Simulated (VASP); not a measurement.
# BN: relaxation of cell and atoms with PBE

BN:

```
CELL_PARAMETERS angstrom
2.49824 0.00000 0.00000
-1.24912 2.16354 0.00000
0.00000 0.00000 6.63570
ATOMIC_POSITIONS crystal
B 0.33333 0.66667 0.25000
B 0.66667 0.33333 0.75000
N 0.33333 0.66667 0.75000
N 0.66667 0.33333 0.25000
```

```yaml
Program: VASP 6.6.1
Task: relaxation of cell and atoms
Functional: PBE
Potentials_or_basis: VASP PAW PBE potentials, release 64 (B, N)
Cutoff: 600 eV
k_mesh: 7 × 7 × 3
Occupations: gaussian, width 0.01 eV
Spin: no spin polarisation
Dipole_correction: no
Further_INCAR_settings: ALGO = Normal; EDIFF = 1e-07; IBRION = 2; EDIFFG = -0.03; NSW = 80; ISIF = 3
```

* Relaxed volume: 10.47 Å³/atom
* Relaxed cell: a = 2.512 Å, b = 2.512 Å, c = 7.668 Å, α = 90.00°, β = 90.00°, γ = 120.00°
* Space group after relaxing (to 0.05 Å): P6_3/mmc (No. 194)
* Energy gained by relaxing: 11.6 meV/atom
* Ionic steps: 7
* Pressure after relaxing: 0.1 GPa
* Band gap on the k mesh: 4.81 eV, indirect (least direct gap 5.04 eV)

Stress tensor (GPa, compression positive):
```
 0.18  0.00  0.00
 0.00  0.18  0.00
 0.00  0.00 -0.05
```

Step by step:
```
step  energy change (eV)  largest force (eV/Å)  pressure (GPa)  volume (Å³)
   1              0.0000                0.0000            4.98        35.87
   2              0.0153                0.0000           -6.39        37.33
   3             -0.0092                0.0000            0.44        36.42
   4             -0.0131                0.0000            0.40        36.66
   5             -0.0231                0.0000            0.30        37.41
   6             -0.0368                0.0000            0.20        38.91
   7             -0.0464                0.0000            0.10        41.89
```

Final structure:
```
B N
1.0
     2.51176    0.00000    0.00000
    -1.25588    2.17525    0.00000
     0.00000    0.00000    7.66760
B N
2 2
Direct
  0.33333 0.66667 0.25000
  0.66667 0.33333 0.75000
  0.33333 0.66667 0.75000
  0.66667 0.33333 0.25000
```

Levels at points of the mesh, in eV from the valence-band top:
```tsv
k point	band 4	band 5	band 6	band 7	band 8	band 9	band 10	band 11	band 12
(0.00, 0.00, 0.00)	-4.46	-1.14	-1.14	-1.13	-1.13	4.82	8.85	11.71	11.71
```

Wall time 39 s on 1 thread of Intel(R) Xeon(R) Platinum 8259CL CPU @ 2.50GHz (Skylake/Cascade Lake), on a shared host, peak memory 0.15 GiB.

Caveat: the volume moved by over 15 % at a fixed basis, so the end points are rough; this functional lacks dispersion, which binds the layers, so the pressure and a relaxed spacing across them are unreliable; the volume moved by +17 % from the deposited cell, more than functionals usually miss. Zero-point motion and thermal expansion aren't in these numbers.
